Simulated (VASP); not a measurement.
# AlN (Cmmm) in VASP: further runs

The runs below take AlN through single point, relaxation of cell and atoms, with PBE.

Everything below comes from runs of VASP 6.6.1. Logs are shortened: lines on timing, memory, paths and dates and some standing lists are left out, and cuts for length are marked.

## (1) The cell of the first run

Symmetry: Cmmm, No. 65, orthorhombic system. Conventional cell: a = 5.928 Å, b = 8.389 Å, c = 2.953 Å, α = 90.00°, β = 90.00°, γ = 90.00°. Within 2.3 Å of Al (site symmetry mmm) lie 2 N at 1.73 Å. Al (site symmetry mmm) has 4 N at 1.92 Å within 2.6 Å. Within 2.3 Å of N (site symmetry 2mm) lie 3 Al at 1.73 to 1.92 Å.

## (2) Single point, PBE

Contents of INCAR:

```
ALGO     = Normal         # electronic algorithm
EDIFF    = 1E-7           # SCF threshold, eV
ENCUT    = 520            # plane-wave cutoff, eV
GGA      = PE             # functional
ISIF     = 2              # what is computed and relaxed
ISMEAR   = 0              # smearing method
LASPH    = T              # aspherical terms in the spheres
LCHARG   = F              # write CHGCAR
LREAL    = F              # projectors in reciprocal space
LWAVE    = F              # write WAVECAR
NBANDS   = 16             # bands
NELM     = 80             # most SCF steps
PREC     = Accurate       # precision mode
SIGMA    = 0.1            # smearing width, eV
```

Contents of KPOINTS:

```
k-points
0
Gamma
  4 4 6
```

Contents of POSCAR:

```
AlN
1.0
    4.1945183200     -2.9640642880      0.0000000000
    4.1945183200      2.9640642880      0.0000000000
    0.0000000000      0.0000000000      2.9533011419
Al N
2 2
Direct
    0.0000000000      0.0000000000      0.0000000000
    0.5000000000      0.5000000000      0.5000000000
    0.7082178768      0.2917821232      0.0000000000
    0.2917821232      0.7082178768      0.0000000000
```

Potentials or basis: VASP PAW PBE potentials, release 64 (Al, N).

On the command line:

```
> cat potpaw_PBE.64/Al/POTCAR potpaw_PBE.64/N/POTCAR > POTCAR
> mpirun -np 1 vasp_std > vasp.out
```

OUTCAR:

```text
EDIFF = 1E-7
   ENCUT = 520
   GGA = PE
   ISIF = 2
   ISMEAR = 0
   LASPH = T
   LREAL = F
   NELM = 80
   PREC = Accurate

 ion  position               nearest neighbor table
   1  0.000  0.000  0.000-   3 1.73   4 1.73   2 3.31   2 3.31   2 3.31   2 3.31
   2  0.500  0.500  0.500-   3 1.92   4 1.92   3 1.92   4 1.92   1 3.31   1 3.31   1 3.31   1 3.31

   3  0.708  0.292  0.000-   1 1.73   2 1.92   2 1.92
   4  0.292  0.708  0.000-   1 1.73   2 1.92   2 1.92

  LATTYP: Found a base centered orthorhombic cell.
 ALAT       =     5.9281285760
 B/A-ratio  =     1.4151239354
 C/A-ratio  =     0.4981843940

  Lattice vectors:

 A1 = (  -4.1945183200,  -2.9640642880,   0.0000000000)
 A2 = (   4.1945183200,  -2.9640642880,   0.0000000000)
 A3 = (   0.0000000000,   0.0000000000,   2.9533011419)

Analysis of symmetry for initial positions (statically):
=====================================================================
 Subroutine PRICEL returns:
 Original cell was already a primitive cell.

 Routine SETGRP: Setting up the symmetry group for a
 base centered orthorhombic supercell.

 Subroutine GETGRP returns: Found  8 space group operations
 (whereof  8 operations were pure point group operations)
 out of a pool of  8 trial point group operations.

The static configuration has the point symmetry D_2h.

Analysis of symmetry for dynamics (positions and initial velocities):
=====================================================================
 Subroutine PRICEL returns:
 Original cell was already a primitive cell.

 Routine SETGRP: Setting up the symmetry group for a
 base centered orthorhombic supercell.

 Subroutine GETGRP returns: Found  8 space group operations
 (whereof  8 operations were pure point group operations)
 out of a pool of  8 trial point group operations.

The dynamic configuration has the point symmetry D_2h.

 Subroutine INISYM returns: Found  8 space group operations
 (whereof  8 operations are pure point group operations),
 and found     1 'primitive' translations

----------------------------------------------------------------------------------------

                                     Primitive cell

  volume of cell :      73.4357

  direct lattice vectors                    reciprocal lattice vectors
     4.194518320 -2.964064288  0.000000000     0.119203199 -0.168687299  0.000000000
     4.194518320  2.964064288  0.000000000     0.119203199  0.168687299  0.000000000
     0.000000000  0.000000000  2.953301142     0.000000000  0.000000000  0.338604142

  length of vectors
     5.136113418  5.136113418  2.953301142     0.206554611  0.206554611  0.338604142

  position of ions in fractional coordinates (direct lattice)
     0.000000000  0.000000000  0.000000000
     0.500000000  0.500000000  0.500000000
     0.708217877  0.291782123  0.000000000
     0.291782123  0.708217877  0.000000000

  ion indices of the primitive-cell ions
   primitive index   ion index
                 1           1
                 2           2
                 3           3
                 4           4

----------------------------------------------------------------------------------------

 KPOINTS: k-points

Automatic generation of k-mesh.
 Grid dimensions read from file:
 generate k-points for:    4    4    6

 Generating k-lattice:

  Cartesian coordinates                     Fractional coordinates (reciprocal lattice)
     0.029800800 -0.042171825  0.000000000     0.250000000  0.000000000  0.000000000
     0.029800800  0.042171825  0.000000000     0.000000000  0.250000000  0.000000000
     0.000000000  0.000000000  0.056434024     0.000000000  0.000000000  0.166666667

  Length of vectors
     0.051638653  0.051638653  0.056434024

  Shift w.r.t. Gamma in fractional coordinates (k-lattice)
     0.000000000  0.000000000  0.000000000

 Subroutine IBZKPT returns following result:
 ===========================================

 Found     28 irreducible k-points:

 Following reciprocal coordinates:
            Coordinates               Weight
  0.000000  0.000000  0.000000      1.000000
  0.250000 -0.000000  0.000000      4.000000
  0.500000 -0.000000  0.000000      2.000000
  0.250000  0.250000  0.000000      2.000000
  0.500000  0.250000  0.000000      4.000000
 -0.250000  0.250000  0.000000      2.000000
[... 16 lines left out ...]
  0.250000 -0.000000  0.500000      4.000000
  0.500000 -0.000000  0.500000      2.000000
 [... further k-points ...]
   k-points           NKPTS =     28   k-points in BZ     NKDIM =     28   number of bands    NBANDS=     16
   number of dos      NEDOS =    301   number of ions     NIONS =      4
   total plane-waves  NPLWV =  38400
   dimension x,y,z NGX =    40 NGY =   40 NGZ =   24
   dimension x,y,z NGXF=    80 NGYF=   80 NGZF=   48
   ions per type =               2   2
   NGX,Y,Z   is equivalent  to a cutoff of  12.95, 12.95, 13.51 a.u.
   NGXF,Y,Z  is equivalent  to a cutoff of  25.89, 25.89, 27.02 a.u.
 SYSTEM =  unknown system
   PREC   = accura    normal or accurate (medium, high low for compatibility)
   ISTART =      0    job   : 0-new  1-cont  2-samecut
   ICHARG =      2    charge: 1-file 2-atom 10-const
   ISPIN  =      1    spin polarized calculation?
   LNONCOLLINEAR =      F non collinear calculations
   LSORBIT =      F    spin-orbit coupling
   LASPH  =      T    aspherical Exc in radial PAW
   ENCUT  =  520.0 eV  38.22 Ry    6.18 a.u.   9.55  9.55  5.49*2*pi/ulx,y,z
   NELM   =     80;   NELMIN=  2; NELMDL= -5     # of ELM steps
   EDIFF  = 0.1E-06   stopping-criterion for ELM
   LREAL  =      F    real-space projection
   EDIFFG = 0.1E-05   stopping-criterion for IOM
   NSW    =      0    number of steps for IOM
   IBRION =     -1    ionic relax: 0-MD 1-quasi-New 2-CG
   NFREE  =      0    steps in history (QN), initial steepest desc. (CG)
   ISIF   =      2    stress and relaxation
   ISYM   =      2    0-nonsym 1-usesym 2-fastsym
   POTIM  = 0.5000    time-step for ionic-motion
   TEBEG  =    0.0;   TEEND  =   0.0 temperature during run
   PSTRESS=    0.0 pullay stress
   NELECT =      16.0000    total number of electrons
   NUPDOWN=      -1.0000    fix difference up-down
   EMIN   =  10.00;   EMAX   =-10.00  energy-range for DOS
   EFERMI =   0.00;   METHOD = LEGACY
   ISMEAR =     0;   SIGMA  =   0.10  broadening in eV -4-tet -1-fermi 0-gaus
   EFERMI_NEDOS =   21; number of points for ismear=-14 and -15
   IALGO  =     38    algorithm
   IMIX   =      4    mixing-type and parameters
     AMIX     =   0.40;   BMIX     =  1.00
     AMIX_MAG =   1.60;   BMIX_MAG =  1.00
  volume/ion in A,a.u.               =      18.36       123.89
  Fermi-wavevector in a.u.,A,eV,Ry     =   0.985097  1.861563 13.203313  0.970416
  Thomas-Fermi vector in A             =   2.116379
   LORBIT       =      0    0 simple, 1 ext, 2 COOP (PROOUT), +10 PAW based schemes
   GGA     = PE    functional components
   LHFCALC =     F    Hartree Fock is set to
   AEXX    =    0.0000 exact exchange contribution
   IVDW    =     0    specifies the selected vdW correction
   LEPSILON=     F    determine dielectric tensor
   LRPA    =     F    only Hartree local field effects (RPA)
 non-spin polarized calculation
 Gauss-broadening in eV      SIGMA  =   0.10
  energy-cutoff  :      520.00
  volume of cell :       73.44
 maximum number of plane-waves:      2008
 NGX is ok and might be reduce to    40
   NGX = 19   NGY = 19   NGZ = 11

 number of electron      16.0000000 magnetization

 Free energy of the ion-electron system (eV)
  ---------------------------------------------------
  ext. energy  EPLUGINS =         0.00000000
  ---------------------------------------------------
  free energy    TOTEN  =       -24.72956697 eV

  energy without entropy =      -24.72856126  energy(sigma->0) =      -24.72906412

 E-fermi :   2.1807     XC(G=0):  -8.1033

 val. band max:        2.0710792835   @ k =   0.0000   0.0000   0.0000
 cond. band min:       2.2435732607   @ k =   0.5000   0.5000   0.5000
 fundamental gap:      0.1724939772
 Fermi energy:         2.1807142298

 k-point     1 :       0.0000    0.0000    0.0000
  band No.  band energies     occupation
      1     -12.4145      2.00000
      2     -10.7389      2.00000
      3      -4.3075      2.00000
      4      -0.2168      2.00000
      5       0.7919      2.00000
      6       0.8226      2.00000
[... 8 lines left out ...]
     15      11.3622      0.00000
     16      13.1223      0.00000

 k-point     2 :       0.2500   -0.0000    0.0000
  band No.  band energies     occupation
      1     -12.2848      2.00000
      2     -10.9643      2.00000
      3      -3.7733      2.00000
      4      -0.5540      2.00000
      5      -0.2178      2.00000
      6       0.4651      2.00000
[... 8 lines left out ...]
     15      12.2704      0.00000
     16      13.3872      0.00000

 k-point     3 :       0.5000   -0.0000    0.0000
  band No.  band energies     occupation
      1     -12.1004      2.00000
      2     -11.2378      2.00000
      3      -2.8128      2.00000
      4      -1.7683      2.00000
      5      -0.4075      2.00000
      6       0.1844      2.00000
[... 8 lines left out ...]
     15      12.1139      0.00000
     16      13.3099      0.00000

 k-point     4 :       0.2500    0.2500    0.0000
  band No.  band energies     occupation
      1     -12.3798      2.00000
      2     -10.7609      2.00000
      3      -4.3892      2.00000
      4      -0.9531      2.00000
      5       0.8028      2.00000
      6       1.1151      2.00000
[... 8 lines left out ...]
     15      12.9170      0.00000
     16      13.0398      0.00000

 k-point     5 :       0.5000    0.2500    0.0000
  band No.  band energies     occupation
      1     -12.2421      2.00000
      2     -10.9945      2.00000
      3      -3.8783      2.00000
      4      -1.1517      2.00000
      5      -0.3043      2.00000
      6       0.9963      2.00000
[... 8 lines left out ...]
     15      12.9683      0.00000
     16      13.2898      0.00000

 k-point     6 :      -0.2500    0.2500    0.0000
  band No.  band energies     occupation
      1     -12.1014      2.00000
      2     -11.2364      2.00000
      3      -2.8158      2.00000
      4      -1.7288      2.00000
      5      -0.7188      2.00000
      6       0.5837      2.00000
[... 8 lines left out ...]
     15      11.8516      0.00000
     16      13.6675      0.00000
[... 267 lines left out ...]
 k-point    21 :       0.5000    0.5000    0.3333
  band No.  band energies     occupation
      1     -11.5815      2.00000
      2     -10.2280      2.00000
      3      -3.4353      2.00000
      4      -2.4228      2.00000
      5      -0.7602      2.00000
      6      -0.2749      2.00000
[... 8 lines left out ...]
     15      11.7507      0.00000
     16      13.9828      0.00000

 k-point    22 :       0.0000    0.0000    0.5000
  band No.  band energies     occupation
      1     -11.3049      2.00000
      2      -9.9787      2.00000
      3      -3.5059      2.00000
      4      -2.8850      2.00000
      5      -1.4011      2.00000
      6       1.0342      2.00000
[... 8 lines left out ...]
     15      10.4371      0.00000
     16      12.3650      0.00000

 k-point    23 :       0.2500   -0.0000    0.5000
  band No.  band energies     occupation
      1     -11.1987      2.00000
      2     -10.1444      2.00000
      3      -3.3240      2.00000
      4      -2.4944      2.00000
      5      -1.7521      2.00000
      6       0.5883      2.00000
[... 8 lines left out ...]
     15      12.2332      0.00000
     16      12.5568      0.00000

 k-point    24 :       0.5000   -0.0000    0.5000
  band No.  band energies     occupation
      1     -11.0496      2.00000
      2     -10.3505      2.00000
      3      -3.0350      2.00000
      4      -2.1899      2.00000
      5      -1.9290      2.00000
      6      -0.1531      2.00000
[... 8 lines left out ...]
     15      12.9138      0.00000
     16      13.0090      0.00000

 [... further k-points ...]

------------------------ aborting loop because EDIFF is reached ----------------------------------------

  FORCE on cell =-STRESS in cart. coord.  units (eV):
  Direction    XX          YY          ZZ          XY          YZ          ZX
  --------------------------------------------------------------------------------------
  -------------------------------------------------------------------------------------
  Total        0.1019293      0.0747737     -0.0855378      0.0000000      0.0000000      0.0000000
  in kB        2.2238341      1.6313675     -1.8662127      0.0000000      0.0000000      0.0000000
  external PRESSURE =       0.6629963 kB  Pullay stress =       0.0000000 kB

 VOLUME and BASIS-vectors are now :
 -----------------------------------------------------------------------------
  energy-cutoff  :      520.00
  volume of cell :       73.44
      direct lattice vectors                 reciprocal lattice vectors
     4.194518320 -2.964064288  0.000000000     0.119203199 -0.168687299  0.000000000
     4.194518320  2.964064288  0.000000000     0.119203199  0.168687299  0.000000000
     0.000000000  0.000000000  2.953301142     0.000000000  0.000000000  0.338604142

 POSITION                                       TOTAL-FORCE (eV/Angst)
 -----------------------------------------------------------------------------------
      0.00000      0.00000      0.00000         0.000000      0.000000      0.000000
      4.19452      0.00000      1.47665         0.000000      0.000000      0.000000
      4.19452     -1.23434      0.00000         0.000000      0.026696      0.000000
      4.19452      1.23434      0.00000         0.000000     -0.026696      0.000000
 -----------------------------------------------------------------------------------
    total drift:                                0.000000      0.000000     -0.000000

  FREE ENERGIE OF THE ION-ELECTRON SYSTEM (eV)
  ---------------------------------------------------
  free  energy   TOTEN  =       -24.7295669719 eV

  energy  without entropy=      -24.7285612583  energy(sigma->0) =      -24.72906412
```

Wall time 30 s (1 thread of AMD EPYC 7R13 (Zen 3), shared host); peak memory 0.16 GiB.

What came out:

```yaml
Free_energy: -24.7296 eV
Pressure: 0.1 GPa
Largest_force: 0.027 eV/Å
Band_gap_on_the_k_mesh: zero (band 8 reaches 2.24 eV, above the bottom of band 9 at 2.07 eV)
```

Forces in eV/Å, atoms in the order of the input:
```
Al   0.000  0.000  0.000
Al   0.000  0.000  0.000
N    0.000  0.027  0.000
N    0.000 -0.027  0.000
```

Stress tensor (GPa, compression positive):
```
 0.22  0.00  0.00
 0.00  0.16  0.00
 0.00  0.00 -0.19
```

(Continued in part 2 of 2.)
